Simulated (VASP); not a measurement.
A run of VASP 6.6.1:

INCAR

```
SYSTEM = In
PREC = Accurate
ENCUT = 600
EDIFF = 1E-6
ISMEAR = 0
SIGMA = 0.1
LREAL = .False.
LASPH = .True.
NELM = 80
ALGO = Fast
ISIF = 4
LWAVE = .False.
LCHARG = .False.
GGA = PS
IBRION = 2
NSW = 50
EDIFFG = -0.01
```

File KPOINTS:

```
regular mesh
0
Gamma
  18 18 18
  0 0 0
```

File POSCAR:

```
In
1.0
   -1.5491478088      1.5491478088      2.4177740379
    1.5491478088     -1.5491478088      2.4177740379
    1.5491478088      1.5491478088     -2.4177740379
In
1
Direct
    0.0000000000      0.0000000000      0.0000000000
```

Potentials or basis: VASP PAW PBE potentials, release 64 (In_d).

The run is started by

```sh
$ cat potpaw_PBE.64/In_d/POTCAR > POTCAR
$ mpirun -np 1 vasp_std > vasp.out
```

Hardware: 1 thread of Intel(R) Xeon(R) Platinum 8259CL CPU @ 2.50GHz (Skylake/Cascade Lake), on a shared host.

How long does it take, and how much memory?

Run time: 3.7 min on 1 thread of Intel(R) Xeon(R) Platinum 8259CL CPU @ 2.50GHz (Skylake/Cascade Lake) (shared host), peak memory 0.28 GiB. Counts: scf iterations 23, k points 480, ion steps 3.
